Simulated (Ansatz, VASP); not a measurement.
This is a calculation of NaI for VASP 6.6.1.

File POSCAR:

```
NaI
1.0
    0.0000000000      3.2789890945      3.2789890945
    3.2789890945      0.0000000000      3.2789890945
    3.2789890945      3.2789890945      0.0000000000
I Na
1 1
Direct
    0.5000000000      0.5000000000      0.5000000000
    0.0000000000      0.0000000000      0.0000000000
```

Contents of INCAR.step1:

```
SYSTEM = NaI
  PREC = Accurate
  ENCUT = 520
  EDIFF = 1E-5
  ISMEAR = -1
  SIGMA = 0.05
  LREAL = .FALSE.
  LASPH = .TRUE.
  NELM = 100
  ALGO = Normal
  ISIF = 2
  LWAVE = .TRUE.
  LCHARG = .FALSE.
  GGA = PE
  NBANDS = 14
```

INCAR.step2

```
SYSTEM = NaI
  PREC = Accurate
  ENCUT = 520
  EDIFF = 1E-6
  ISMEAR = -1
  SIGMA = 0.05
  LREAL = .FALSE.
  LASPH = .TRUE.
  NELM = 100
  ALGO = Normal
  ISIF = 2
  LWAVE = .FALSE.
  LCHARG = .FALSE.
  GGA = PE
  LHFCALC = .TRUE.
  AEXX = 0.25
  PRECFOCK = Normal
  ISTART = 1
  NBANDS = 14
```

File KPOINTS:

```
regular mesh
0
G
  4 4 4
  0 0 0
```

Potentials or basis: VASP PAW PBE potentials, release 64 (I, Na_pv).

Command:

```bash
$ cat potpaw_PBE.64/I/POTCAR potpaw_PBE.64/Na_pv/POTCAR > POTCAR
$ cp INCAR.step1 INCAR
$ mpirun -np 1 vasp_std > vasp.out
$ cp INCAR.step2 INCAR
$ mpirun -np 1 vasp_std > vasp.out
```

Question: Translate it to Ansatz 0.2.0. Potentials there: Ansatz PAW.

Answer: As run (the cutoff follows the program's own potentials):

input

```
crystal:
  lattice:
    - [0.0, 3.2789890945, 3.2789890945]
    - [3.2789890945, 0.0, 3.2789890945]
    - [3.2789890945, 3.2789890945, 0.0]
  atoms:
    - { symbol: I, position: [0.5, 0.5, 0.5] }
    - { symbol: Na, position: [0.0, 0.0, 0.0] }
hamiltonian:
  xc: pbe0
  pseudopotentials: { kind: paw }
kpoints:
  mp_grid: { grid: [4, 4, 4] }
scf:
  occupations: { method: fermi_dirac, width: 0.05 }
output:
  forces: true
  stress: true
  eigenvalues: true
```

Both were run:

|  | VASP | Ansatz | Ansatz less VASP |
| --- | --- | --- | --- |
| gap on the k mesh at the Fermi level (eV) | 5.25 | 5.24 | -0.005 |
| least direct gap on the mesh (eV) | 5.25 | 5.24 | -0.005 |
| pressure (GPa) | -0.5 | -0.5 | +0.04 |

With one functional, cell and mesh, what is left measures potentials, basis and numerics. VASP's potentials hold 14 valence electrons a cell and Ansatz's 26, so a difference there can come from the potentials and not from the codes.

Spin-orbit coupling is off throughout.
